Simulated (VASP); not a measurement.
# TiO2 in VASP: a series of runs

The runs below take TiO2 through single point, with PBE+U.

All numbers are computed with VASP 6.6.1; they aren't measurements. Logs are shortened: lines on timing, memory, paths and dates and some standing lists are left out, and cuts for length are marked.

**1. The cell of the first run**

Symmetry: I4_1/amd, No. 141, tetragonal system. The conventional cell has a = 3.818 Å, b = 3.818 Å, c = 9.775 Å, α = 90.00°, β = 90.00°, γ = 90.00°. Within 2.6 Å of Ti (site symmetry -4m2) lie 6 O at 1.96 to 2.01 Å. O (site symmetry 2mm) has 3 Ti at 1.96 to 2.01 Å and 2 O at 2.47 Å within 2.6 Å.

**2. Single point, PBE+U**

The input, INCAR:

```
SYSTEM = TiO2
  PREC = Accurate
  ENCUT = 520
  EDIFF = 1E-7
  ISMEAR = 0
  SIGMA = 0.01
  LREAL = .False.
  LASPH = .True.
  NELM = 150
  ALGO = Normal
  ISIF = 2
  LWAVE = .False.
  LCHARG = .False.
  LMAXMIX = 4
  LDAU = .True.
  LDAUTYPE = 2
  LDAUL = 2 -1
  LDAUU = 4 0
  LDAUJ = 0 0
  LDAUPRINT = 1
  GGA = PE
  NBANDS = 33
```

The input, KPOINTS:

```
regular mesh
0
Gamma
  8 8 8
  0 0 0
```

The input, POSCAR:

```
TiO2
1.0
   -1.9090003421      1.9090003421      4.8875564234
    1.9090003421     -1.9090003421      4.8875564234
    1.9090003421      1.9090003421     -4.8875564234
Ti O
2 4
Direct
    0.0000000000      0.0000000000      0.0000000000
    0.7500000000      0.2500000000      0.5000000000
    0.9552981750      0.4552981750      0.5000000000
    0.2052981750      0.2052981750      0.0000000000
    0.5447018250      0.0447018250      0.5000000000
    0.7947018250      0.7947018250      0.0000000000
```

Potentials or basis: VASP PAW PBE potentials, release 64 (Ti_sv, O).

Started as:

```
cat potpaw_PBE.64/Ti_sv/POTCAR potpaw_PBE.64/O/POTCAR > POTCAR
mpirun -np 1 vasp_std > vasp.out
```

OUTCAR:

```text
SYSTEM = TiO2
   PREC = Accurate
   ENCUT = 520
   EDIFF = 1E-7
   ISMEAR = 0
   LREAL = .False.
   LASPH = .True.
   NELM = 150
   ISIF = 2
   GGA = PE

 ion  position               nearest neighbor table
   1  0.000  0.000  0.000-   5 1.96   3 1.96   5 1.96   3 1.96   4 2.01   6 2.01
   2  0.750  0.250  0.500-   6 1.96   4 1.96   6 1.96   4 1.96   3 2.01   5 2.01
   3  0.955  0.455  0.500-   1 1.96   1 1.96   2 2.01
   4  0.205  0.205  0.000-   2 1.96   2 1.96   1 2.01
   5  0.545  0.045  0.500-   1 1.96   1 1.96   2 2.01
   6  0.795  0.795  0.000-   2 1.96   2 1.96   1 2.01

  LATTYP: Found a body centered tetragonal cell.
 ALAT       =     3.8180006842
 C/A-ratio  =     2.5602700616

  Lattice vectors:

 A1 = (  -1.9090003421,   1.9090003421,   4.8875564234)
 A2 = (   1.9090003421,  -1.9090003421,   4.8875564234)
 A3 = (   1.9090003421,   1.9090003421,  -4.8875564234)

Analysis of symmetry for initial positions (statically):
=====================================================================
 Subroutine PRICEL returns:
 Original cell was already a primitive cell.

 Routine SETGRP: Setting up the symmetry group for a
 body centered tetragonal supercell.

 Subroutine GETGRP returns: Found 16 space group operations
 (whereof  8 operations were pure point group operations)
 out of a pool of 16 trial point group operations.

The static configuration has the point symmetry D_2d.
 The point group associated with its full space group is D_4h.

Analysis of symmetry for dynamics (positions and initial velocities):
=====================================================================
 Subroutine PRICEL returns:
 Original cell was already a primitive cell.

 Routine SETGRP: Setting up the symmetry group for a
 body centered tetragonal supercell.

 Subroutine GETGRP returns: Found 16 space group operations
 (whereof  8 operations were pure point group operations)
 out of a pool of 16 trial point group operations.

The dynamic configuration has the point symmetry D_2d.
 The point group associated with its full space group is D_4h.

 Subroutine INISYM returns: Found 16 space group operations
 (whereof  8 operations are pure point group operations),
 and found     1 'primitive' translations

----------------------------------------------------------------------------------------

                                     Primitive cell

  volume of cell :      71.2465

  direct lattice vectors                    reciprocal lattice vectors
    -1.909000342  1.909000342  4.887556423     0.000000000  0.261917187  0.102300609
     1.909000342 -1.909000342  4.887556423     0.261917187  0.000000000  0.102300609
     1.909000342  1.909000342 -4.887556423     0.261917187  0.261917187  0.000000000

  length of vectors
     5.583616427  5.583616427  5.583616427     0.281186820  0.281186820  0.370406838

  position of ions in fractional coordinates (direct lattice)
     0.000000000  0.000000000  0.000000000
     0.750000000  0.250000000  0.500000000
     0.955298175  0.455298175  0.500000000
     0.205298175  0.205298175  0.000000000
     0.544701825  0.044701825  0.500000000
     0.794701825  0.794701825  0.000000000

  ion indices of the primitive-cell ions
   primitive index   ion index
                 1           1
                 2           2
                 3           3
                 4           4
                 5           5
                 6           6

[... 109 lines left out ...]
  volume of cell :       71.25
 maximum number of plane-waves:      1934
 NGX is ok and might be reduce to    42
   NGX = 21   NGY = 21   NGZ = 21

atom =   1  type =  1  l = 2

 onsite density matrix

spin component  1

  0.1038 -0.0000  0.0000 -0.0000 -0.0000
 -0.0000  0.1000  0.0000 -0.0000  0.0000
  0.0000  0.0000  0.2445  0.0000  0.0000
 -0.0000 -0.0000  0.0000  0.1000 -0.0000
 -0.0000  0.0000  0.0000 -0.0000  0.2455

spin component  2

  0.1038 -0.0000  0.0000 -0.0000 -0.0000
 -0.0000  0.1000  0.0000 -0.0000  0.0000
  0.0000  0.0000  0.2445  0.0000  0.0000
 -0.0000 -0.0000  0.0000  0.1000 -0.0000
[... 35 lines left out ...]
  o =  0.1000  v =  0.0000 -0.9631 -0.0000  0.2690  0.0000  0.0000  0.0000  0.0000  0.0000  0.0000      0.0000  0.0000  0.0000  0.0000  0.0000  0.0000  0.0000  0.0000  0.0000  0.0000
  o =  0.1000  v =  0.0000  0.0000  0.0000  0.0000  0.0000  0.0000 -0.9631 -0.0000  0.2690  0.0000      0.0000  0.0000  0.0000  0.0000  0.0000  0.0000  0.0000  0.0000  0.0000  0.0000
  o =  0.1038  v =  0.0000  0.0000  0.0000  0.0000  0.0000  1.0000  0.0000  0.0000  0.0000  0.0000      0.0000  0.0000  0.0000  0.0000  0.0000  0.0000  0.0000  0.0000  0.0000  0.0000
  o =  0.1038  v =  1.0000  0.0000  0.0000  0.0000  0.0000  0.0000  0.0000  0.0000  0.0000  0.0000      0.0000  0.0000  0.0000  0.0000  0.0000  0.0000  0.0000  0.0000  0.0000  0.0000
  o =  0.2445  v =  0.0000  0.0000 -1.0000 -0.0000  0.0000  0.0000  0.0000  0.0000  0.0000  0.0000      0.0000  0.0000  0.0000  0.0000  0.0000  0.0000  0.0000  0.0000  0.0000  0.0000
  o =  0.2445  v =  0.0000  0.0000  0.0000  0.0000  0.0000  0.0000  0.0000 -1.0000 -0.0000  0.0000      0.0000  0.0000  0.0000  0.0000  0.0000  0.0000  0.0000  0.0000  0.0000  0.0000
  o =  0.2455  v =  0.0000  0.0000  0.0000  0.0000  0.0000  0.0000 -0.0000 -0.0000  0.0000 -1.0000      0.0000  0.0000  0.0000  0.0000  0.0000  0.0000  0.0000  0.0000  0.0000  0.0000
  o =  0.2455  v =  0.0000 -0.0000 -0.0000  0.0000 -1.0000  0.0000  0.0000  0.0000  0.0000  0.0000      0.0000  0.0000  0.0000  0.0000  0.0000  0.0000  0.0000  0.0000  0.0000  0.0000

 number of electron      47.9999994 magnetization

 Free energy of the ion-electron system (eV)
  ---------------------------------------------------
  ext. energy  EPLUGINS =         0.00000000
  ---------------------------------------------------
  free energy    TOTEN  =       -48.50087737 eV

  energy without entropy =      -48.50087737  energy(sigma->0) =      -48.50087737

 E-fermi :   3.2609     XC(G=0): -10.5146

 val. band max:        3.1977292494   @ k =  -0.3750   0.3750   0.0000
 cond. band min:       5.8816810248   @ k =   0.0000   0.0000   0.0000
 fundamental gap:      2.6839517755
 Fermi energy:         3.2608905962

 k-point     1 :       0.0000    0.0000    0.0000
  band No.  band energies     occupation
      1     -54.2957      2.00000
      2     -54.2512      2.00000
      3     -30.6457      2.00000
      4     -30.4490      2.00000
      5     -30.4490      2.00000
      6     -30.3950      2.00000
[... 853 lines left out ...]
     32       9.5483      0.00000
     33      10.0957      0.00000

 [... further k-points ...]

------------------------ aborting loop because EDIFF is reached ----------------------------------------

  FORCE on cell =-STRESS in cart. coord.  units (eV):
  Direction    XX          YY          ZZ          XY          YZ          ZX
  --------------------------------------------------------------------------------------
  -------------------------------------------------------------------------------------
  Total        1.9966468      1.9966468      1.5944112      0.0000000      0.0000000      0.0000000
  in kB       44.9001757     44.9001757     35.8547862      0.0000000      0.0000000      0.0000000
  external PRESSURE =      41.8850459 kB  Pullay stress =       0.0000000 kB

 VOLUME and BASIS-vectors are now :
 -----------------------------------------------------------------------------
  energy-cutoff  :      520.00
  volume of cell :       71.25
      direct lattice vectors                 reciprocal lattice vectors
    -1.909000342  1.909000342  4.887556423     0.000000000  0.261917187  0.102300609
     1.909000342 -1.909000342  4.887556423     0.261917187  0.000000000  0.102300609
     1.909000342  1.909000342 -4.887556423     0.261917187  0.261917187  0.000000000

 POSITION                                       TOTAL-FORCE (eV/Angst)
 -----------------------------------------------------------------------------------
      0.00000      0.00000      0.00000        -0.000000     -0.000000     -0.000000
     -0.00000      1.90900      2.44378        -0.000000     -0.000000     -0.000000
      0.00000      1.90900      4.45059        -0.000000      0.000000      0.149999
      0.00000      0.00000      2.00681         0.000000     -0.000000      0.149999
      0.00000      1.90900      0.43697        -0.000000      0.000000     -0.149999
      0.00000      0.00000      7.76830         0.000000     -0.000000     -0.149999
 -----------------------------------------------------------------------------------
    total drift:                                0.000000      0.000000      0.000000

  FREE ENERGIE OF THE ION-ELECTRON SYSTEM (eV)
  ---------------------------------------------------
  free  energy   TOTEN  =       -48.5008773673 eV

  energy  without entropy=      -48.5008773673  energy(sigma->0) =      -48.50087737
```

Wall time 2.4 min (1 thread of Intel Xeon 6975P-C (Granite Rapids), shared host); peak memory 0.31 GiB.

What came out:

| Quantity | Value |
| --- | --- |
| Free energy | -48.5009 eV |
| Pressure | 4.2 GPa |
| Largest force | 0.150 eV/Å |
| Band gap on the k mesh | 2.68 eV (least direct gap 2.95 eV) |

Forces on the atoms (eV/Å):
```
Ti   0.000  0.000  0.000
Ti   0.000  0.000  0.000
O    0.000  0.000  0.150
O    0.000  0.000  0.150
O    0.000  0.000 -0.150
O    0.000  0.000 -0.150
```

Stress tensor (GPa, compression positive):
```
4.49 0.00 0.00
0.00 4.49 0.00
0.00 0.00 3.59
```

Eigenvalues of the final occupation matrices:
| site | spin | trace | eigenvalues |
| --- | --- | --- | --- |
| site 1 d | 1 | 0.79 | 0.10 0.10 0.10 0.24 0.25 |
| site 1 d | 2 | 0.79 | 0.10 0.10 0.10 0.24 0.25 |
| site 2 d | 1 | 0.79 | 0.10 0.10 0.10 0.24 0.25 |
| site 2 d | 2 | 0.79 | 0.10 0.10 0.10 0.24 0.25 |

Caveat: the cell stands under pressure.

**3. Single point, PBE+U**

The input, INCAR:

```
ALGO = Normal
EDIFF = 1E-6
ENCUT = 520
GGA = PE
ISIF = 2
ISMEAR = 0
LASPH = True
LCHARG = False
LDAU = True
LDAUJ = 0 0
LDAUL = 2 -1
LDAUPRINT = 1
LDAUTYPE = 2
LDAUU = 4 0
LMAXMIX = 4
LREAL = False
LWAVE = False
NBANDS = 33
NELM = 150
PREC = Accurate
SIGMA = 0.02
```

The input, KPOINTS:

```
k-points
0
Gamma
  8 8 8
```

The input, POSCAR:

```
TiO2
1.0
   -1.9090004054      1.9090004054      4.8875562197
    1.9090004054     -1.9090004054      4.8875562197
    1.9090004054      1.9090004054     -4.8875562197
Ti O
2 4
Direct
    0.0000000000      0.0000000000      0.0000000000
    0.7500000000      0.2500000000      0.5000000000
    0.9552981781      0.4552981781      0.5000000000
    0.2052981781      0.2052981781      0.0000000000
    0.5447018219      0.0447018219      0.5000000000
    0.7947018219      0.7947018219      0.0000000000
```

Potentials or basis: VASP PAW PBE potentials, release 64 (Ti_sv, O).

Started as:

```
cat potpaw_PBE.64/Ti_sv/POTCAR potpaw_PBE.64/O/POTCAR > POTCAR
mpirun -np 1 vasp_std > vasp.out
```

It took 2.2 min on 1 thread of Intel Xeon 6975P-C (Granite Rapids), shared host; peak memory 0.31 GiB.

It converged, with:

| Quantity | Value |
| --- | --- |
| Free energy | -48.5009 eV |
| Pressure | 4.2 GPa |
| Largest force | 0.150 eV/Å |
| Band gap on the k mesh | 2.68 eV (least direct gap 2.95 eV) |

Forces in eV/Å, atoms in the order of the input:
```
Ti   0.000  0.000  0.000
Ti   0.000  0.000  0.000
O    0.000  0.000  0.150
O    0.000  0.000  0.150
O    0.000  0.000 -0.150
O    0.000  0.000 -0.150
```

Stress tensor (GPa, compression positive):
```
4.52 0.00 0.00
0.00 4.52 0.00
0.00 0.00 3.62
```

Levels at points of the mesh, in eV from the valence-band top:
```
           k point  band 22  band 23  band 24  band 25  band 26  band 27
(0.00, 0.00, 0.00)    -0.74    -0.36    -0.36     2.68     3.36     4.42
(0.50, 0.00, 0.00)    -0.86    -0.81    -0.65     3.70     3.88     3.99
(0.50, 0.50, 0.00)    -1.88    -0.04    -0.04     3.71     3.71     4.12
(0.50, 0.50, 0.50)    -1.21    -0.07    -0.07     3.01     3.01     4.23
```

Eigenvalues of the final occupation matrices:
```csv
site,spin,trace,eigenvalues
site 1 d,1,0.79,0.10 0.10 0.10 0.24 0.25
site 1 d,2,0.79,0.10 0.10 0.10 0.24 0.25
site 2 d,1,0.79,0.10 0.10 0.10 0.24 0.25
site 2 d,2,0.79,0.10 0.10 0.10 0.24 0.25
```

Caveat: the cell stands under pressure. A k mesh can miss the band edges.

**4. Single point, PBE+U**

The input, INCAR:

```
SYSTEM = TiO2
  PREC = Accurate
  ENCUT = 520
  EDIFF = 1E-7
  ISMEAR = 0
  SIGMA = 0.01
  LREAL = .False.
  LASPH = .True.
  NELM = 150
  ALGO = Normal
  ISIF = 2
  LWAVE = .False.
  LCHARG = .False.
  LMAXMIX = 4
  LDAU = .True.
  LDAUTYPE = 2
  LDAUL = 2 -1
  LDAUU = 4 0
  LDAUJ = 0 0
  LDAUPRINT = 1
  GGA = PE
  NBANDS = 33
```

The input, KPOINTS:

```
regular mesh
0
Gamma
  8 8 8
  0 0 0
```

POSCAR is that of step 3.

Started as:

```
cat potpaw_PBE.64/Ti_sv/POTCAR potpaw_PBE.64/O/POTCAR > POTCAR
mpirun -np 1 vasp_std > vasp.out
```

Wall time 2.2 min (1 thread of Intel Xeon 6975P-C (Granite Rapids), shared host); peak memory 0.31 GiB.

It converged, with:

| Quantity | Value |
| --- | --- |
| Free energy | -48.5009 eV |
| Pressure | 4.2 GPa |
| Largest force | 0.150 eV/Å |
| Band gap on the k mesh | 2.68 eV (least direct gap 2.95 eV) |

Forces in eV/Å, atoms in the order of the input:
```
Ti   0.000  0.000  0.000
Ti   0.000  0.000  0.000
O    0.000  0.000  0.150
O    0.000  0.000  0.150
O    0.000  0.000 -0.150
O    0.000  0.000 -0.150
```

Stress tensor (GPa, compression positive):
```
4.49 0.00 0.00
0.00 4.49 0.00
0.00 0.00 3.59
```

Levels at points of the mesh, in eV from the valence-band top:
| k point | band 20 | band 21 | band 22 | band 23 | band 24 | band 25 | band 26 | band 27 | band 28 | band 29 |
| --- | --- | --- | --- | --- | --- | --- | --- | --- | --- | --- |
| (0.00, 0.00, 0.00) | -0.79 | -0.74 | -0.74 | -0.36 | -0.36 | 2.68 | 3.36 | 4.42 | 4.42 | 4.45 |
| (0.50, 0.00, 0.00) | -1.87 | -1.71 | -0.86 | -0.81 | -0.65 | 3.70 | 3.88 | 3.98 | 4.01 | 4.63 |
| (0.50, 0.50, 0.00) | -2.44 | -1.88 | -1.88 | -0.04 | -0.04 | 3.71 | 3.71 | 4.12 | 4.12 | 5.20 |
| (0.50, 0.50, 0.50) | -1.38 | -1.21 | -1.21 | -0.07 | -0.07 | 3.01 | 3.01 | 4.23 | 4.23 | 4.66 |

Eigenvalues of the final occupation matrices:
```tsv
site	spin	trace	eigenvalues
site 1 d	1	0.79	0.10 0.10 0.10 0.24 0.25
site 1 d	2	0.79	0.10 0.10 0.10 0.24 0.25
site 2 d	1	0.79	0.10 0.10 0.10 0.24 0.25
site 2 d	2	0.79	0.10 0.10 0.10 0.24 0.25
```

Caveat: the cell stands under pressure.

**5. Single point, PBE+U (uniaxial strain along a: +1.5 %, then relaxed in part)**

The input, INCAR:

```
SYSTEM = TiO2
PREC = Accurate ; ENCUT = 520
EDIFF = 1E-7 ; ISMEAR = 0
SIGMA = 0.02 ; LREAL = .FALSE.
LASPH = .TRUE. ; NELM = 150
ALGO = Normal ; ISIF = 2
LWAVE = .FALSE. ; LCHARG = .FALSE.
LMAXMIX = 4 ; LDAU = .TRUE.
LDAUTYPE = 2 ; LDAUL = 2 -1
LDAUU = 4 0 ; LDAUJ = 0 0
LDAUPRINT = 1 ; GGA = PE
NBANDS = 60
```

The input, KPOINTS:

```
regular mesh
0
G
  6 6 4
  0 0 0
```

The input, POSCAR:

```
TiO2
1.0
    3.8752707369      0.0000000000      0.0000000000
    0.0000000000      3.8063055448      0.0000000000
    0.0000000000      0.0000000000      9.7087744734
Ti O
4 8
Direct
    0.0000000000      0.0000000000     -0.0016293260
    0.0000000000      0.5000000000      0.2516293260
    0.5000000000      0.5000000000      0.4983706740
    0.5000000000      0.0000000000      0.7516293260
    0.0000000000      0.5000000000      0.4557941731
    0.0000000000      0.0000000000      0.2063644327
    0.0000000000      0.5000000000      0.0436355673
    0.5000000000      0.5000000000      0.2942058269
    0.5000000000      0.0000000000      0.9557941731
    0.5000000000      0.5000000000      0.7063644327
    0.5000000000      0.0000000000      0.5436355673
    0.0000000000      0.0000000000      0.7942058269
```

Started as:

```
cat potpaw_PBE.64/Ti_sv/POTCAR potpaw_PBE.64/O/POTCAR > POTCAR
mpirun -np 1 vasp_std > vasp.out
```

Run time: 7.5 min. Hardware: 1 thread of Oxide Virtual Turin-like, shared host; peak memory 0.39 GiB.

It converged, with:

| Property | Result |
| --- | --- |
| Free energy | -97.0098 eV |
| Pressure | 2.9 GPa |
| Largest force | 0.203 eV/Å |
| Band gap on the k mesh | 2.67 eV |

Forces on the atoms (eV/Å):
```
Ti   0.000  0.000  0.043
Ti   0.000  0.000 -0.043
Ti   0.000  0.000  0.043
Ti   0.000  0.000 -0.043
O    0.000  0.000  0.203
O    0.000  0.000  0.122
O    0.000  0.000 -0.122
O    0.000  0.000 -0.203
O    0.000  0.000  0.203
O    0.000  0.000  0.122
O    0.000  0.000 -0.122
O    0.000  0.000 -0.203
```

Stress tensor (GPa, compression positive):
```
0.55 0.00 0.00
0.00 4.65 0.00
0.00 0.00 3.63
```

Levels at points of the mesh, in eV from the valence-band top:
| k point | band 45 | band 46 | band 47 | band 48 | band 49 | band 50 | band 51 | band 52 |
| --- | --- | --- | --- | --- | --- | --- | --- | --- |
| (0.00, 0.00, 0.00) | -0.35 | -0.33 | -0.06 | -0.06 | 2.67 | 2.99 | 3.03 | 3.37 |
| (0.50, 0.00, 0.00) | -0.85 | -0.85 | -0.72 | -0.72 | 3.78 | 3.78 | 3.88 | 3.88 |
| (0.00, 0.50, 0.00) | -0.81 | -0.81 | -0.78 | -0.78 | 3.73 | 3.73 | 3.83 | 3.83 |
| (0.50, 0.50, 0.00) | 0.00 | 0.00 | 0.00 | 0.00 | 3.74 | 3.74 | 3.74 | 3.74 |
| (0.00, 0.00, 0.50) | -0.16 | -0.16 | -0.15 | -0.15 | 2.77 | 2.77 | 3.26 | 3.26 |
| (0.50, 0.00, 0.50) | -0.76 | -0.76 | -0.62 | -0.62 | 3.70 | 3.70 | 3.88 | 3.88 |
| (0.00, 0.50, 0.50) | -0.81 | -0.81 | -0.59 | -0.59 | 3.67 | 3.67 | 3.89 | 3.89 |
| (0.50, 0.50, 0.50) | -0.17 | -0.17 | -0.17 | -0.17 | 3.92 | 3.92 | 3.92 | 3.92 |

Eigenvalues of the final occupation matrices:
```
    site  spin  trace               eigenvalues
site 1 d     1   0.79  0.09 0.10 0.10 0.24 0.25
site 1 d     2   0.79  0.09 0.10 0.10 0.24 0.25
site 2 d     1   0.79  0.09 0.10 0.10 0.24 0.25
site 2 d     2   0.79  0.09 0.10 0.10 0.24 0.25
site 3 d     1   0.79  0.09 0.10 0.10 0.24 0.25
site 3 d     2   0.79  0.09 0.10 0.10 0.24 0.25
site 4 d     1   0.79  0.09 0.10 0.10 0.24 0.25
site 4 d     2   0.79  0.09 0.10 0.10 0.24 0.25
```

Caveat: the cell differs from its parent crystal (uniaxial strain along a: +1.5 %, then relaxed in part). A k mesh can miss the band edges.

**6. The runs side by side**

| cell | k mesh | smearing | gap on the mesh (eV) | pressure (GPa) | largest force (eV/Å) |
| --- | --- | --- | --- | --- | --- |
| a = 5.584 Å, angles 140.0, 140.0, 57.8°, 6 atoms, atomic positions A | 8 × 8 × 8 | gaussian 0.01 eV | 2.68 | 4.2 | 0.15 |
| a = 5.584 Å, angles 140.0, 140.0, 57.8°, 6 atoms, atomic positions A | 8 × 8 × 8 | gaussian 0.02 eV | 2.68 | 4.2 | 0.15 |
| a = 3.875, b = 3.806, c = 9.709 Å, 12 atoms, atomic positions B | 6 × 6 × 4 | gaussian 0.02 eV | 2.67 | 2.9 | 0.20 |

Alike in all rows: task single point; level PBE+U; potentials or basis VASP PAW PBE potentials, release 64 (Ti_sv, O); no spin polarisation; Ti d U = 4.0 eV; cutoff (eV) 520.

Caveats: the cell stands under pressure (at least some runs).

Total energies depend on the potentials used, so only differences within one code and one set of settings carry meaning.
